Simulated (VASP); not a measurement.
# CuOs (Fd-3m) in VASP: relaxation of cell and atoms with PBE

Aim: the relaxation of cell and atoms of CuOs with PBE.

Everything below comes from runs of VASP 6.6.1. Logs are shortened: lines on timing, memory, paths and dates and some standing lists are left out, and cuts for length are marked.

## 1. The cell of the first run

The structure is cubic, space group Fd-3m (No. 227). Conventional cell: a = 5.987 Å, b = 5.987 Å, c = 5.987 Å, α = 90.00°, β = 90.00°, γ = 90.00°. Within 3.4 Å of Cu (site symmetry -43m) lie 4 Cu at 2.59 Å and 10 Os at 2.59 to 2.99 Å. Os (site symmetry -43m) has 4 Os at 2.59 Å and 10 Cu at 2.59 to 2.99 Å within 3.4 Å.

## 2. Relaxation of cell and atoms, PBE

Input file INCAR:

```
  ALGO = Fast
  EDIFF = 1E-7
  EDIFFG = -0.01
  ENCUT = 600
  GGA = PE
  IBRION = 2
  ISIF = 3
  ISMEAR = 0
  LASPH = T
  LCHARG = F
  LREAL = F
  LWAVE = F
  NELM = 100
  NSW = 100
  PREC = Accurate
  SIGMA = 0.1
```

Input file KPOINTS:

```
k-points
0
Gamma
  14 14 14
```

Input file POSCAR:

```
CuOs
1.0
    0.0000000000      2.9934079426      2.9934079426
    2.9934079426      0.0000000000      2.9934079426
    2.9934079426      2.9934079426      0.0000000000
Cu Os
2 2
Direct
    0.0000000000      0.0000000000      0.0000000000
    0.2500000000      0.2500000000      0.2500000000
    0.5000000000      0.5000000000      0.5000000000
    0.7500000000      0.7500000000      0.7500000000
```

Potentials or basis: VASP PAW PBE potentials, release 64 (Cu, Os).

Command:

```bash
cat potpaw_PBE.64/Cu/POTCAR potpaw_PBE.64/Os/POTCAR > POTCAR
mpirun -np 1 vasp_std > vasp.out
```

OUTCAR:

```text
EDIFF = 1E-7
   EDIFFG = -0.01
   ENCUT = 600
   GGA = PE
   IBRION = 2
   ISIF = 3
   ISMEAR = 0
   LASPH = T
   LREAL = F
   NELM = 100
   NSW = 100
   PREC = Accurate

 ion  position               nearest neighbor table
   1  0.000  0.000  0.000-   4 2.59   4 2.59   4 2.59   2 2.59   2 2.59   2 2.59   4 2.59   2 2.59
                             3 2.99   3 2.99   3 2.99   3 2.99   3 2.99   3 2.99
   2  0.250  0.250  0.250-   1 2.59   1 2.59   1 2.59   3 2.59   3 2.59   3 2.59   3 2.59   1 2.59
                             4 2.99   4 2.99   4 2.99   4 2.99   4 2.99   4 2.99
   3  0.500  0.500  0.500-   2 2.59   2 2.59   2 2.59   4 2.59   4 2.59   4 2.59   4 2.59   2 2.59
                             1 2.99   1 2.99   1 2.99   1 2.99   1 2.99   1 2.99
   4  0.750  0.750  0.750-   3 2.59   3 2.59   3 2.59   1 2.59   1 2.59   1 2.59   3 2.59   1 2.59
                             2 2.99   2 2.99   2 2.99   2 2.99   2 2.99   2 2.99

  LATTYP: Found a face centered cubic cell.
 ALAT       =     5.9868158852

  Lattice vectors:

 A1 = (   0.0000000000,   2.9934079426,   2.9934079426)
 A2 = (   2.9934079426,   0.0000000000,   2.9934079426)
 A3 = (   2.9934079426,   2.9934079426,   0.0000000000)

Analysis of symmetry for initial positions (statically):
=====================================================================
 Subroutine PRICEL returns:
 Original cell was already a primitive cell.

 Routine SETGRP: Setting up the symmetry group for a
 face centered cubic supercell.

 Subroutine GETGRP returns: Found 48 space group operations
 (whereof 24 operations were pure point group operations)
 out of a pool of 48 trial point group operations.

The static configuration has the point symmetry T_d .
 The point group associated with its full space group is O_h .

Analysis of symmetry for dynamics (positions and initial velocities):
=====================================================================
 Subroutine PRICEL returns:
 Original cell was already a primitive cell.

 Routine SETGRP: Setting up the symmetry group for a
 face centered cubic supercell.

 Subroutine GETGRP returns: Found 48 space group operations
 (whereof 24 operations were pure point group operations)
 out of a pool of 48 trial point group operations.

The dynamic configuration has the point symmetry T_d .
 The point group associated with its full space group is O_h .

 Subroutine INISYM returns: Found 48 space group operations
 (whereof 24 operations are pure point group operations),
 and found     1 'primitive' translations

----------------------------------------------------------------------------------------

                                     Primitive cell

  volume of cell :      53.6448

  direct lattice vectors                    reciprocal lattice vectors
     0.000000000  2.993407943  2.993407943    -0.167033699  0.167033699  0.167033699
     2.993407943  0.000000000  2.993407943     0.167033699 -0.167033699  0.167033699
     2.993407943  2.993407943  0.000000000     0.167033699  0.167033699 -0.167033699

  length of vectors
     4.233318110  4.233318110  4.233318110     0.289310853  0.289310853  0.289310853

  position of ions in fractional coordinates (direct lattice)
     0.000000000  0.000000000  0.000000000
     0.250000000  0.250000000  0.250000000
     0.500000000  0.500000000  0.500000000
     0.750000000  0.750000000  0.750000000

  ion indices of the primitive-cell ions
   primitive index   ion index
                 1           1
                 2           2
                 3           3
                 4           4

----------------------------------------------------------------------------------------

 KPOINTS: k-points

Automatic generation of k-mesh.
 Grid dimensions read from file:
 generate k-points for:   14   14   14

 Generating k-lattice:

  Cartesian coordinates                     Fractional coordinates (reciprocal lattice)
    -0.011930978  0.011930978  0.011930978     0.071428571  0.000000000  0.000000000
     0.011930978 -0.011930978  0.011930978     0.000000000  0.071428571  0.000000000
     0.011930978  0.011930978 -0.011930978     0.000000000  0.000000000  0.071428571

  Length of vectors
     0.020665061  0.020665061  0.020665061

  Shift w.r.t. Gamma in fractional coordinates (k-lattice)
     0.000000000  0.000000000  0.000000000

 Subroutine IBZKPT returns following result:
 ===========================================

 Found    104 irreducible k-points:

 Following reciprocal coordinates:
            Coordinates               Weight
  0.000000  0.000000  0.000000      1.000000
  0.071429  0.000000  0.000000      8.000000
  0.142857  0.000000  0.000000      8.000000
  0.214286  0.000000  0.000000      8.000000
  0.285714  0.000000  0.000000      8.000000
  0.357143  0.000000  0.000000      8.000000
[... 16 lines left out ...]
  0.214286  0.142857  0.000000     24.000000
  0.285714  0.142857  0.000000     24.000000
 [... further k-points ...]
   k-points           NKPTS =    104   k-points in BZ     NKDIM =    104   number of bands    NBANDS=     23
   number of dos      NEDOS =    301   number of ions     NIONS =      4
   total plane-waves  NPLWV =  46656
   dimension x,y,z NGX =    36 NGY =   36 NGZ =   36
   dimension x,y,z NGXF=    72 NGYF=   72 NGZF=   72
   ions per type =               2   2
   NGX,Y,Z   is equivalent  to a cutoff of  14.14, 14.14, 14.14 a.u.
   NGXF,Y,Z  is equivalent  to a cutoff of  28.28, 28.28, 28.28 a.u.
 SYSTEM =  unknown system
   PREC   = accura    normal or accurate (medium, high low for compatibility)
   ISTART =      0    job   : 0-new  1-cont  2-samecut
   ICHARG =      2    charge: 1-file 2-atom 10-const
   ISPIN  =      1    spin polarized calculation?
   LNONCOLLINEAR =      F non collinear calculations
   LSORBIT =      F    spin-orbit coupling
   LASPH  =      T    aspherical Exc in radial PAW
   ENCUT  =  600.0 eV  44.10 Ry    6.64 a.u.   8.45  8.45  8.45*2*pi/ulx,y,z
   NELM   =    100;   NELMIN=  2; NELMDL= -5     # of ELM steps
   EDIFF  = 0.1E-06   stopping-criterion for ELM
   LREAL  =      F    real-space projection
   EDIFFG = -.1E-01   stopping-criterion for IOM
   NSW    =    100    number of steps for IOM
   IBRION =      2    ionic relax: 0-MD 1-quasi-New 2-CG
   NFREE  =      1    steps in history (QN), initial steepest desc. (CG)
   ISIF   =      3    stress and relaxation
   ISYM   =      2    0-nonsym 1-usesym 2-fastsym
   POTIM  = 0.5000    time-step for ionic-motion
   TEBEG  =    0.0;   TEEND  =   0.0 temperature during run
   PSTRESS=    0.0 pullay stress
   NELECT =      38.0000    total number of electrons
   NUPDOWN=      -1.0000    fix difference up-down
   EMIN   =  10.00;   EMAX   =-10.00  energy-range for DOS
   EFERMI =   0.00;   METHOD = LEGACY
   ISMEAR =     0;   SIGMA  =   0.10  broadening in eV -4-tet -1-fermi 0-gaus
   EFERMI_NEDOS =   21; number of points for ismear=-14 and -15
   IALGO  =     68    algorithm
   IMIX   =      4    mixing-type and parameters
     AMIX     =   0.40;   BMIX     =  1.00
     AMIX_MAG =   1.60;   BMIX_MAG =  1.00
  volume/ion in A,a.u.               =      13.41        90.50
  Fermi-wavevector in a.u.,A,eV,Ry     =   1.459352  2.757776 28.976449  2.129709
  Thomas-Fermi vector in A             =   2.575929
   LORBIT       =      0    0 simple, 1 ext, 2 COOP (PROOUT), +10 PAW based schemes
   GGA     = PE    functional components
   LHFCALC =     F    Hartree Fock is set to
   AEXX    =    0.0000 exact exchange contribution
   IVDW    =     0    specifies the selected vdW correction
   LEPSILON=     F    determine dielectric tensor
   LRPA    =     F    only Hartree local field effects (RPA)
 conjugate gradient relaxation of ions
 non-spin polarized calculation
 RMM-DIIS sequential band-by-band and
 Gauss-broadening in eV      SIGMA  =   0.10
  energy-cutoff  :      600.00
  volume of cell :       53.64
 maximum number of plane-waves:      1820
 NGX is ok and might be reduce to    36
   NGX = 17   NGY = 17   NGZ = 17

--------------------------------------- Ionic step        1  -------------------------------------------

 number of electron      37.9999983 magnetization

 Free energy of the ion-electron system (eV)
  ---------------------------------------------------
  ext. energy  EPLUGINS =         0.00000000
  ---------------------------------------------------
  free energy    TOTEN  =       -28.29009715 eV

  energy without entropy =      -28.27976656  energy(sigma->0) =      -28.28493186

------------------------ aborting loop because EDIFF is reached ----------------------------------------

  FORCE on cell =-STRESS in cart. coord.  units (eV):
  Direction    XX          YY          ZZ          XY          YZ          ZX
  --------------------------------------------------------------------------------------
  -------------------------------------------------------------------------------------
  Total        0.0409136      0.0409136      0.0409136     -0.0000000      0.0000000     -0.0000000
  in kB        1.2219416      1.2219416      1.2219416     -0.0000000      0.0000000     -0.0000000
  external PRESSURE =       1.2219416 kB  Pullay stress =       0.0000000 kB
[... 61 lines left out ...]
  energy  without entropy=      -28.2797114617  energy(sigma->0) =      -28.28488254

--------------------------------------- Ionic step        3  -------------------------------------------

 number of electron      37.9999983 magnetization

 Free energy of the ion-electron system (eV)
  ---------------------------------------------------
  ext. energy  EPLUGINS =         0.00000000
  ---------------------------------------------------
  free energy    TOTEN  =       -28.29010391 eV

  energy without entropy =      -28.27977045  energy(sigma->0) =      -28.28493718

 E-fermi :   8.0510     XC(G=0): -13.2308

 val. band max:        8.0296659607   @ k =  -0.2143   0.3571   0.1429
 cond. band min:       8.0537224593   @ k =  -0.2857   0.2857   0.0714
 fundamental gap:      0.0240564986
 Fermi energy:         8.0509654194

 k-point     1 :       0.0000    0.0000    0.0000
  band No.  band energies     occupation
      1      -1.8083      2.00000
      2       2.4950      2.00000
      3       2.4950      2.00000
      4       3.9791      2.00000
      5       3.9791      2.00000
      6       3.9791      2.00000
[... 613 lines left out ...]
     22      12.2224      0.00000
     23      13.2151      0.00000

 [... further k-points ...]

------------------------ aborting loop because EDIFF is reached ----------------------------------------

  FORCE on cell =-STRESS in cart. coord.  units (eV):
  Direction    XX          YY          ZZ          XY          YZ          ZX
  --------------------------------------------------------------------------------------
  -------------------------------------------------------------------------------------
  Total        0.0053181      0.0053181      0.0053181      0.0000000     -0.0000000      0.0000000
  in kB        0.1587754      0.1587754      0.1587754      0.0000000     -0.0000000      0.0000000
  external PRESSURE =       0.1587754 kB  Pullay stress =       0.0000000 kB
[... 19 lines left out ...]
  FREE ENERGIE OF THE ION-ELECTRON SYSTEM (eV)
  ---------------------------------------------------
  free  energy   TOTEN  =       -28.2901039108 eV

  energy  without entropy=      -28.2797704459  energy(sigma->0) =      -28.28493718

 reached required accuracy - stopping structural energy minimisation
```

Wall time 6.2 min (1 thread of Intel Xeon Platinum 8488C (Sapphire Rapids), shared host); peak memory 0.32 GiB.

Results:

```yaml
Free_energy: -28.2901 eV
Relaxed_volume: 13.42 Å³/atom
Relaxed_cell: a = 4.234 Å, b = 4.234 Å, c = 4.234 Å, α = 60.00°, β = 60.00°, γ = 60.00°
Space_group_after_relaxing_to_0.1_Å: Fd-3m (No. 227)
Energy_gained_by_relaxing: 0.0 meV/atom
Ionic_steps: 3
Pressure_after_relaxing: 0.0 GPa
Band_gap_on_the_k_mesh: zero (bands 19 and 20 overlap by 1.30 eV)
```

Final structure:
```
CELL_PARAMETERS angstrom
0.00000 2.99377 2.99377
2.99377 0.00000 2.99377
2.99377 2.99377 0.00000
ATOMIC_POSITIONS crystal
Cu 0.00000 0.00000 0.00000
Cu 0.25000 0.25000 0.25000
Os 0.50000 0.50000 0.50000
Os 0.75000 0.75000 0.75000
```

Levels at points of the mesh, in eV from the Fermi level:
```
           k point  band 16  band 17  band 18  band 19  band 20  band 21  band 22  band 23
(0.00, 0.00, 0.00)    -1.16    -0.22    -0.22    -0.22     1.12     1.12     6.34     6.62
(0.50, 0.00, 0.00)    -1.73    -1.32    -0.07    -0.07     0.66     0.66     1.22     5.70
(0.50, 0.50, 0.00)    -1.52    -0.80    -0.80    -0.20    -0.20     1.16     1.16     1.22
```

Caveat: spin-orbit coupling is left out, which moves the levels of the heavy elements.
